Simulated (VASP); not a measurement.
# NiO (Fm-3m) in VASP: settings compared, part 2 of 2

VASP 6.6.1. The steps go on from the part before.

### Step 3. Single point, revPBE, collinear spin, ferromagnetic start

The input, INCAR:

```
PREC = Accurate
ENCUT = 520
EDIFF = 1E-7
ISMEAR = -1
SIGMA = 0.05
LREAL = False
LASPH = True
NELM = 150
ALGO = Normal
ISIF = 2
LWAVE = False
LCHARG = False
ISPIN = 2
MAGMOM = 1 0
LORBIT = 11
LMAXMIX = 4
GGA = RE
NBANDS = 19
```

The input, KPOINTS:

```
regular mesh
0
Gamma
  11 11 11
```

The input, POSCAR:

```
NiO
1.0
    0.0000000000      2.0859016414      2.0859016414
    2.0859016414      0.0000000000      2.0859016414
    2.0859016414      2.0859016414      0.0000000000
Ni O
1 1
Direct
    0.0000000000      0.0000000000      0.0000000000
    0.5000000000      0.5000000000      0.5000000000
```

Potentials or basis: VASP PAW PBE potentials, release 64 (Ni, O).

Run with:

```
> cat potpaw_PBE.64/Ni/POTCAR potpaw_PBE.64/O/POTCAR > POTCAR
> mpirun -np 1 vasp_std > vasp.out
```

OUTCAR:

```text
PREC = Accurate
   ENCUT = 520
   EDIFF = 1E-7
   ISMEAR = -1
   LREAL = False
   LASPH = True
   NELM = 150
   ISIF = 2
   ISPIN = 2
   LORBIT = 11
   GGA = RE

 ion  position               nearest neighbor table
   1  0.000  0.000  0.000-   2 2.09   2 2.09   2 2.09   2 2.09   2 2.09   2 2.09
   2  0.500  0.500  0.500-   1 2.09   1 2.09   1 2.09   1 2.09   1 2.09   1 2.09

  LATTYP: Found a face centered cubic cell.
 ALAT       =     4.1718032828

  Lattice vectors:

 A1 = (   0.0000000000,   2.0859016414,   2.0859016414)
 A2 = (   2.0859016414,   0.0000000000,   2.0859016414)
 A3 = (   2.0859016414,   2.0859016414,   0.0000000000)

Analysis of symmetry for initial positions (statically):
=====================================================================
 Subroutine PRICEL returns:
 Original cell was already a primitive cell.

 Routine SETGRP: Setting up the symmetry group for a
 face centered cubic supercell.

 Subroutine GETGRP returns: Found 48 space group operations
 (whereof 48 operations were pure point group operations)
 out of a pool of 48 trial point group operations.

The static configuration has the point symmetry O_h .

Analysis of symmetry for dynamics (positions and initial velocities):
=====================================================================
 Subroutine PRICEL returns:
 Original cell was already a primitive cell.

 Routine SETGRP: Setting up the symmetry group for a
 face centered cubic supercell.

 Subroutine GETGRP returns: Found 48 space group operations
 (whereof 48 operations were pure point group operations)
 out of a pool of 48 trial point group operations.

The dynamic configuration has the point symmetry O_h .

Analysis of structural, dynamic, and magnetic symmetry:
=====================================================================
 Subroutine PRICEL returns:
 Original cell was already a primitive cell.

 Routine SETGRP: Setting up the symmetry group for a
 face centered cubic supercell.

[... 140 lines left out ...]
   NGX = 11   NGY = 11   NGZ = 11

 number of electron      16.0000001 magnetization       1.7720362

 Free energy of the ion-electron system (eV)
  ---------------------------------------------------
  ext. energy  EPLUGINS =         0.00000000
  ---------------------------------------------------
  free energy    TOTEN  =       -10.71993214 eV

  energy without entropy =      -10.71054504  energy(sigma->0) =      -10.71523859

 E-fermi :   8.0687     XC(G=0): -12.5667

 val. band max:        8.0658349342   @ k =   0.0909   0.0909   0.0000
 cond. band min:       8.0938080817   @ k =   0.3636   0.2727   0.0909
 fundamental gap:      0.0279731476
 Fermi energy:         8.0687245798

 spin component 1

 k-point     1 :       0.0000    0.0000    0.0000
  band No.  band energies     occupation
      1     -12.3813      1.00000
      2       4.8733      1.00000
      3       4.8733      1.00000
      4       5.0718      1.00000
      5       5.0718      1.00000
      6       5.0718      1.00000
[... 517 lines left out ...]
     18      39.0603      0.00000
     19      40.2120      0.00000

 [... further k-points ...]

 spin component 2

 k-point     1 :       0.0000    0.0000    0.0000
  band No.  band energies     occupation
      1     -11.9383      1.00000
      2       5.5919      1.00000
      3       5.5919      1.00000
      4       5.5919      1.00000
      5       6.1912      1.00000
      6       6.1914      1.00000
[... 517 lines left out ...]
     18      39.4741      0.00000
     19      40.4262      0.00000

 [... further k-points ...]
[... 5 lines left out ...]
  --------------------------------------------------------------------------------------
  -------------------------------------------------------------------------------------
  Total        1.2372980      1.2372980      1.2372980      0.0000000      0.0000000      0.0000000
  in kB      109.2127672    109.2127672    109.2127672      0.0000000      0.0000000      0.0000000
  external PRESSURE =     109.2127672 kB  Pullay stress =       0.0000000 kB

 VOLUME and BASIS-vectors are now :
 -----------------------------------------------------------------------------
  energy-cutoff  :      520.00
  volume of cell :       18.15
      direct lattice vectors                 reciprocal lattice vectors
     0.000000000  2.085901641  2.085901641    -0.239704495  0.239704495  0.239704495
     2.085901641  0.000000000  2.085901641     0.239704495 -0.239704495  0.239704495
     2.085901641  2.085901641  0.000000000     0.239704495  0.239704495 -0.239704495

 POSITION                                       TOTAL-FORCE (eV/Angst)
 -----------------------------------------------------------------------------------
      0.00000      0.00000      0.00000         0.000000      0.000000      0.000000
      2.08590      2.08590      2.08590        -0.000000     -0.000000     -0.000000
 -----------------------------------------------------------------------------------
    total drift:                                0.000000     -0.000000     -0.000000

  FREE ENERGIE OF THE ION-ELECTRON SYSTEM (eV)
  ---------------------------------------------------
  free  energy   TOTEN  =       -10.7199321392 eV

  energy  without entropy=      -10.7105450405  energy(sigma->0) =      -10.71523859

 total charge

# of ion       s       p       d       tot
------------------------------------------
    1        0.331   0.406   8.240   8.977
    2        1.560   3.436   0.000   4.996
--------------------------------------------------
tot          1.891   3.842   8.240  13.973

 magnetization (x)

# of ion       s       p       d       tot
------------------------------------------
    1        0.011   0.014   1.434   1.459
    2        0.028   0.242   0.000   0.270
--------------------------------------------------
tot          0.039   0.256   1.434   1.729
```

Run time: 18 s. Hardware: 1 thread of Intel Xeon 6975P-C (Granite Rapids), shared host; peak memory 0.17 GiB.

What came out:

| Item | Value |
| --- | --- |
| Free energy | -10.7199 eV |
| Pressure | 10.9 GPa |
| Net moment | 1.77 μB per cell |
| Site moments | Ni +1.46; O +0.27 μB |
| Valence electrons inside the program's atomic spheres | Ni 8.98; O 5.00 |

Caveat: the PAW data sets were made with another functional, which shifts forces and pressure a little; a cell with one magnetic atom can't hold antiferromagnetic order, which such compounds often take; semilocal functionals often make such compounds metallic where correlation or magnetic order opens a gap, which also shifts bond lengths.

### Step 4. Single point, PBEsol+D4, collinear spin, ferromagnetic start

This run uses another cell than the first one, of 9.26 Å³/atom, 1.020 times its volume.

The input, INCAR:

```
  PREC = Accurate
  ENCUT = 520
  EDIFF = 1E-6
  ISMEAR = -1
  SIGMA = 0.05
  LREAL = False
  LASPH = True
  NELM = 150
  ALGO = Normal
  ISIF = 2
  LWAVE = False
  LCHARG = False
  ISPIN = 2
  MAGMOM = 1 0
  LORBIT = 11
  LMAXMIX = 4
  GGA = PS
  IVDW = 13
  NBANDS = 19
```

The input, KPOINTS:

```
Automatic mesh
0
Gamma
  11 11 11
```

The input, POSCAR:

```
NiO
1.0
    0.0000000000      2.0997159621      2.0997159621
    2.0997159621      0.0000000000      2.0997159621
    2.0997159621      2.0997159621      0.0000000000
Ni O
1 1
Direct
    0.0000000000      0.0000000000      0.0000000000
    0.5000000000      0.5000000000      0.5000000000
```

Run with:

```
> cat potpaw_PBE.64/Ni/POTCAR potpaw_PBE.64/O/POTCAR > POTCAR
> mpirun -np 1 vasp_std > vasp.out
```

Wall time 17 s (1 thread of Intel Xeon 6975P-C (Granite Rapids), shared host); peak memory 0.17 GiB.

It converged, with:

| Property | Result |
| --- | --- |
| Free energy | -12.7150 eV |
| Pressure | -13.0 GPa |
| Net moment | 1.42 μB per cell |
| Site moments | Ni +1.18; O +0.20 μB |
| Valence electrons inside the program's atomic spheres | Ni 8.99; O 4.92 |
| Dispersion energy per atom | -0.174 eV |

Levels at points of the mesh, in eV from the Fermi level:
Spin up:
| k point | band 5 | band 6 | band 7 | band 8 | band 9 | band 10 | band 11 | band 12 | band 13 | band 14 |
| --- | --- | --- | --- | --- | --- | --- | --- | --- | --- | --- |
| (0.00, 0.00, 0.00) | -2.74 | -2.74 | -2.42 | -2.42 | -2.42 | 1.35 | 17.55 | 18.67 | 18.67 | 18.67 |
Spin down:
```tsv
k point	band 3	band 4	band 5	band 6	band 7	band 8	band 9	band 10	band 11	band 12
(0.00, 0.00, 0.00)	-2.65	-2.65	-1.68	-1.68	-1.68	-0.84	-0.84	1.63	17.52	18.87
```

Caveat: the PAW data sets were made with another functional, which shifts forces and pressure a little; a cell with one magnetic atom can't hold antiferromagnetic order, which such compounds often take; semilocal functionals often make such compounds metallic where correlation or magnetic order opens a gap, which also shifts bond lengths; pairwise dispersion overbinds metals, which lowers pressure and volume. With open d or f shells a metallic result of PBEsol can be an artefact of self-interaction; +U or a hybrid may open a gap.

### Step 5. The runs side by side

```csv
level,cell,gap on the mesh (eV),pressure (GPa),moment (μB)
PBEsol+D4,"a = 2.950 Å, angles 60.0°, 2 atoms",none,-10.1,1.34
revPBE,"a = 2.950 Å, angles 60.0°, 2 atoms",none,10.9,1.77
PBEsol+D4,"a = 2.969 Å, angles 60.0°, 2 atoms",none,-13.0,1.42
```

Alike in all rows: task single point; potentials or basis VASP PAW PBE potentials, release 64 (Ni, O); spin collinear, ferromagnetic start; k mesh 11 × 11 × 11; cutoff (eV) 520; smearing fermi-dirac 0.05 eV.

Caveats: the PAW data sets were made with another functional, which shifts forces and pressure a little; a cell with one magnetic atom can't hold antiferromagnetic order, which such compounds often take; semilocal functionals often make such compounds metallic where correlation or magnetic order opens a gap, which also shifts bond lengths; pairwise dispersion overbinds metals, which lowers pressure and volume (some runs).

Total energies depend on the potentials used, so only differences within one code and one set of settings carry meaning.
